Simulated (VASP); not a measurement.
A run of VASP 6.6.1 is set up as follows.

INCAR

```
PREC = Accurate ; ENCUT = 520
EDIFF = 1E-6 ; ISMEAR = 0
SIGMA = 0.15 ; LREAL = False
LASPH = True ; NELM = 80
ALGO = Fast ; ISIF = 2
LWAVE = False ; LCHARG = True
GGA = PS ; LELF = True
LVHAR = True ; NBANDS = 17
```

KPOINTS

```
regular mesh
0
Gamma
  24 24 14
```

The input POSCAR:

```
Pt
1.0
    2.8614281013      0.0000000000      0.0000000000
   -1.4307140507      2.4780694268      0.0000000000
    0.0000000000      0.0000000000      4.7068056308
Pt
2
Direct
    0.6666666667      0.3333333333      0.7500000000
    0.3333333333      0.6666666667      0.2500000000
```

Potentials or basis: VASP PAW PBE potentials, release 64 (Pt).

The run is started by

```console
$ cat potpaw_PBE.64/Pt/POTCAR > POTCAR
$ mpirun -np 1 vasp_std > vasp.out
```

(1) Estimate the band gap on the k mesh.

(2) Predict the pressure.

## Answers

(1) zero (bands 10 and 11 overlap by 1.07 eV).

(2) -21.6 GPa.

Caveat: the cell differs from its parent crystal (strain +0.050 along x and y, +0.000 along z); the cell stands under tension; the PAW data sets were made with another functional, which shifts forces and pressure a little; spin-orbit coupling is left out, which moves the levels of the heavy elements.
